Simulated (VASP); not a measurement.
Ag16Br: single point with PBEsol

The system is Ag16Br, a slab with vacuum.

```xyz
17
Lattice="8.1800 0.0000 0.0000 0.0000 5.7841 0.0000 0.0000 0.0000 16.3381" Properties=species:S:1:pos:R:3 pbc="T T T"
Ag    2.0450    1.4460    1.0000
Ag    6.1350    1.4460    1.0000
Ag    2.0450    4.3381    1.0000
Ag    6.1350    4.3381    1.0000
Ag    0.0193    0.0000    2.2544
Ag    4.0708    0.0000    2.2552
Ag    0.0094    2.8916    2.2886
Ag    4.0808    2.8917    2.2883
Ag    2.0453    1.4876    3.8650
Ag    6.1353    1.4197    3.7561
Ag    2.0453    4.2978    3.8668
Ag    6.1353    4.3646    3.7572
Ag    0.0027    0.0012    5.0392
Ag    4.0876    0.0011    5.0398
Ag   -0.0539    2.8934    5.1386
Ag    4.1443    2.8934    5.1386
Br    6.1350    2.8521    6.8848
```

```
Program             : VASP 6.6.1
Task                : single point
Functional          : PBEsol
Potentials or basis : VASP PAW PBE potentials, release 64 (Ag, Br)
Cutoff              : 520 eV
k mesh              : 2 × 3 × 1
Occupations         : gaussian, width 0.1 eV
Spin                : no spin polarisation
```

* Largest force: 0.128 eV/Å
* Band gap on the k mesh: zero (an odd number of electrons rules out a gap without spin polarisation)

Forces on the atoms (eV/Å):
```
Ag   0.001  0.099  0.071
Ag   0.000  0.114 -0.058
Ag   0.001 -0.097  0.071
Ag   0.000 -0.113 -0.060
Ag  -0.004  0.001  0.004
Ag   0.005  0.001  0.002
Ag  -0.002  0.001  0.000
Ag   0.002  0.001  0.002
Ag  -0.001  0.002 -0.001
Ag  -0.001 -0.002 -0.003
Ag   0.000  0.000 -0.001
Ag  -0.001  0.003 -0.002
Ag   0.001  0.000 -0.007
Ag   0.000  0.000 -0.008
Ag  -0.001  0.000 -0.007
Ag   0.001  0.001 -0.007
Br   0.001 -0.010  0.003
```

Levels at points of the mesh, in eV from the Fermi level:
```tsv
k point	band 88	band 89	band 90	band 91	band 92	band 93	band 94	band 95	band 96	band 97
(0.00, 0.00, 0.00)	-2.11	-0.74	-0.61	-0.20	-0.11	0.15	0.69	0.91	1.35	1.57
(0.50, 0.00, 0.00)	-1.64	-0.03	0.01	0.16	0.16	0.19	0.28	0.48	0.86	2.18
```

Run time: 8.4 min on 1 thread of Intel(R) Xeon(R) Platinum 8559C (Emerald Rapids), on a shared host, peak memory 0.84 GiB.

Caveat: the k points lie up to 0.38 Å⁻¹ apart, too coarse for converged energies and pressures of a metal; the PAW data sets were made with another functional, which shifts forces and pressure a little; an odd number of electrons without spin polarisation forces a metal; a magnetic or distorted state may lie lower.
